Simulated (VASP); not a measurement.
Here is a VASP 6.6.1 calculation.

INCAR

```
SYSTEM = Si
PREC     = Accurate       ! precision mode
ENCUT    = 520            ! plane-wave cutoff, eV
EDIFF    = 1E-7           ! SCF threshold, eV
ISMEAR   = -1             ! smearing method
SIGMA    = 0.1            ! smearing width, eV
LREAL    = .False.        ! projectors in reciprocal space
LASPH    = .True.         ! aspherical terms in the spheres
NELM     = 100            ! most SCF steps
ALGO     = Normal         ! electronic algorithm
ISIF     = 2              ! what is computed and relaxed
LWAVE    = .False.        ! write WAVECAR
LCHARG   = .False.        ! write CHGCAR
GGA      = PS             ! functional
NBANDS   = 13             ! bands
```

KPOINTS

```
Automatic mesh
0
Gamma
  9 9 14
  0 0 0
```

POSCAR

```
Si
1.0
    4.4308098108      0.0000000000      0.0000000000
   -2.2154049054      3.8371938554      0.0000000000
    0.0000000000      0.0000000000      2.5462787532
Si
3
Direct
    1.0000000000      1.0000000000      0.0000000000
    0.3333333333      0.6666666667      0.5000000000
    0.6666666667      0.3333333333      0.5000000000
```

Potentials or basis: VASP PAW PBE potentials, release 64 (Si).

Command:

```sh
$ cat potpaw_PBE.64/Si/POTCAR > POTCAR
$ mpirun -np 1 vasp_std > vasp.out
```

(1) What does it give for the pressure?

(2) What does it give for the band gap on the k mesh?

Answers

(1) 0.1 GPa.

(2) zero (band 6 reaches 12.79 eV, above the bottom of band 7 at 5.63 eV).

Caveat: the PAW data sets were made with another functional, which shifts forces and pressure a little.
